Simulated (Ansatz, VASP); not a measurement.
# Mo in VASP and in Ansatz

Contents of INCAR:

```
ALGO = Normal
EDIFF = 1E-7
ENCUT = 520
GGA = PE
ISIF = 2
ISMEAR = 0
LASPH = T
LCHARG = F
LREAL = F
LWAVE = F
NBANDS = 13
NELM = 60
PREC = Accurate
SIGMA = 0.15
```

File KPOINTS:

```
k-points
0
Gamma
  21 21 18
```

POSCAR

```
Mo
1.0
    2.7765430532      0.0000000000      0.0000000000
   -1.3882715266      2.4045568187      0.0000000000
    0.0000000000      0.0000000000      2.4785252790
Mo
1
Direct
    0.0000000000      0.0000000000      0.5000000000
```

Input for Ansatz:

```yaml
crystal:
  lattice:
    - [2.7765430532, 0.0, 0.0]
    - [-1.3882715266, 2.4045568187, 0.0]
    - [0.0, 0.0, 2.478525279]
  atoms:
    - { symbol: Mo, position: [0.0, 0.0, 0.5] }
basis:
  ecutwfc: 420
kpoints:
  mp_grid: { grid: [21, 21, 18] }
hamiltonian:
  xc: pbe
scf:
  occupations: { method: gaussian, width: 0.15 }
output:
  forces: true
  stress: true
  eigenvalues: true
```

Change from the starting cell: strain +0.015 along x and y, -0.030 along z, atoms carried along.

Alike in both runs: task single point; functional PBE; k mesh 21 × 21 × 18; occupations gaussian, width 0.15 eV; no spin polarisation.

|  | VASP | Ansatz |
| --- | --- | --- |
| version | VASP 6.6.1 | Ansatz 0.2.0 |
| potentials or method | VASP PAW PBE potentials, release 64 (Mo_sv), cutoff 520 eV | scalar-relativistic, plane waves, PAW |
| valence electrons in the cell | 14 | 14 |

Ansatz gave:

```
gap on the k mesh at the Fermi level (eV)                     : none
pressure (GPa)                                                : 3.6
traceless stress, the component that is largest in VASP (GPa) : 3.85
```

Task: Estimate VASP's values.

Result: gap on the k mesh at the Fermi level (eV): none; pressure (GPa): 4.2; traceless stress, the component that is largest in VASP (GPa): 4.14.

A gap of «none» marks a metal or a gap that the smearing closes.
